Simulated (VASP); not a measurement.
Set up this calculation in VASP 6.6.1, as the native input.

* Task: single point
* Functional: PBE
* Dispersion: D3(BJ)
* Potentials or basis: VASP PAW PBE potentials, release 64 (Se, Pt)
* Cutoff: 400 eV
* k mesh: 9 × 9 × 1
* Occupations: gaussian, width 0.02 eV
* Spin: no spin polarisation
* Dipole correction: yes
* Further INCAR settings: ALGO = Normal; EDIFF = 1e-06; NBANDS = 18; NELMDL = -8

The structure of PtSe2 lies in POSCAR:

```
PtSe2
1.0
    3.7560000000      0.0000000000      0.0000000000
   -1.8780000000      3.2527914166      0.0000000000
    0.0000000000      0.0000000000     31.1212903780
Se Pt
2 1
Direct
    0.6666666667      0.3333333333      0.4567016668
    0.3333333333      0.6666666667      0.5432983332
    0.0000000000      0.0000000000      0.5000000000
```

These files were run (other wordings do the same):

INCAR

```
SYSTEM = PtSe2
  PREC = Accurate
  ENCUT = 400
  EDIFF = 1E-6
  ISMEAR = 0
  SIGMA = 0.02
  LREAL = .False.
  LASPH = .True.
  NELM = 120
  ALGO = Normal
  ISIF = 2
  LWAVE = .False.
  LCHARG = .False.
  LDIPOL = .True.
  IDIPOL = 3
  DIPOL = 0.5 0.5 0.500
  GGA = PE
  IVDW = 12
  NBANDS = 18
  GGA_COMPAT = .False.
  NELMDL = -8
```

KPOINTS

```
regular mesh
0
Gamma
  9 9 1
  0 0 0
```

Potentials or basis: VASP PAW PBE potentials, release 64 (Se, Pt).

The run is started by

```sh
$ cat potpaw_PBE.64/Se/POTCAR potpaw_PBE.64/Pt/POTCAR > POTCAR
$ mpirun -np 1 vasp_std > vasp.out
```

Results of the run:

| Property | Result |
| --- | --- |
| Largest force | 0.548 eV/Å |
| Band gap on the k mesh | 1.29 eV (least direct gap 1.51 eV) |
| Dispersion energy per atom | -0.289 eV |

Caveat: spin-orbit coupling is left out, which moves the levels of the heavy elements.

Wall time 3.6 min on 1 thread of Intel Xeon 8259CL, on a shared host, peak memory 0.45 GiB.
